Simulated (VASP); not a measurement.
## Li: relaxation of cell and atoms with PBE

Crystal: Li.

```
Li
1.0
     0.00000    2.14238    2.14238
     2.14238    0.00000    2.14238
     2.14238    2.14238    0.00000
Li
1
Direct
  0.00000 0.00000 0.00000
```

```
Program                : VASP 6.6.1
Task                   : relaxation of cell and atoms
Functional             : PBE
Potentials or basis    : VASP PAW PBE potentials, release 64 (Li_sv)
Cutoff                 : 600 eV
k mesh                 : 15 × 15 × 15
Occupations            : fermi-dirac, width 0.1 eV
Spin                   : no spin polarisation
Target pressure        : 0.43 GPa
Dipole correction      : no
Further INCAR settings : ALGO = Normal; EDIFF = 1e-06; IBRION = 2; EDIFFG = -0.005; NSW = 60; ISIF = 3
```

| Property | Result |
| --- | --- |
| Relaxed volume | 19.55 Å³/atom |
| Relaxed cell | a = 3.024 Å, b = 3.024 Å, c = 3.024 Å, α = 60.00°, β = 60.00°, γ = 60.00° |
| Space group after relaxing (to 0.05 Å) | Fm-3m (No. 225) |
| Energy change on relaxing (the enthalpy is what falls) | +0.3 meV/atom |
| Ionic steps | 3 |
| Pressure after relaxing | 0.4 GPa |

The path:
```
step  energy change (eV)  largest force (eV/Å)  pressure (GPa)  volume (Å³)
   1              0.0000                0.0000            0.32        19.67
   2              0.0001                0.0000            0.35        19.63
   3              0.0003                0.0000            0.40        19.55
```

Final structure:
```
CELL_PARAMETERS angstrom
0.00000 2.13801 2.13801
2.13801 0.00000 2.13801
2.13801 2.13801 0.00000
ATOMIC_POSITIONS crystal
Li 0.00000 0.00000 0.00000
```

Levels at points of the mesh, in eV from the Fermi level:
```tsv
k point	band 1	band 2	band 3	band 4	band 5
(0.00, 0.00, 0.00)	-46.46	-3.60	14.73	14.73	14.73
```

It took 5.7 s on 1 thread of Intel(R) Xeon(R) 6975P-C (Granite Rapids), on a shared host, peak memory 0.13 GiB.

Caveat: the cutoff is under 1.25 times the usual one of these potentials, so pressure, stress and relaxed cells hold a basis-set (Pulay) error; the cell is relaxed towards a set pressure, so the enthalpy falls and the energy may rise.
